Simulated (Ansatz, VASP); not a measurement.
One calculation of Ti, two programs

```
Ti
1.0
     2.88882    0.00000    0.00000
    -1.44441    2.50179    0.00000
     0.00000    0.00000    4.62209
Ti
2
Direct
  0.33333 0.66667 0.25000
  0.66667 0.33333 0.75000
```

Alike in both runs: functional PBEsol; k mesh 6 × 6 × 4; occupations gaussian, width 0.1 eV; no spin polarisation.

Ansatz relaxed the structure, and its values are those at the end. VASP's run is a single point on that final structure, the one shown.

|  | VASP | Ansatz |
| --- | --- | --- |
| version | VASP 6.6.1 | Ansatz 0.2.0 |
| potentials or method | VASP PAW PBE potentials, release 64 (Ti_sv), cutoff 520 eV | scalar-relativistic, plane waves, PAW |
| valence electrons in the cell | 24 | 24 |

Ansatz gave:

* gap on the k mesh at the Fermi level (eV): none
* pressure (GPa): 0.1

Problem. Which values does VASP return?

Solution. gap on the k mesh at the Fermi level (eV): none; pressure (GPa): -0.4.

VASP's potentials were made for PBE, not for PBEsol. A gap of «none» marks a metal or a gap that the smearing closes.

The k mesh is coarse, so the values compare programs but aren't converged.
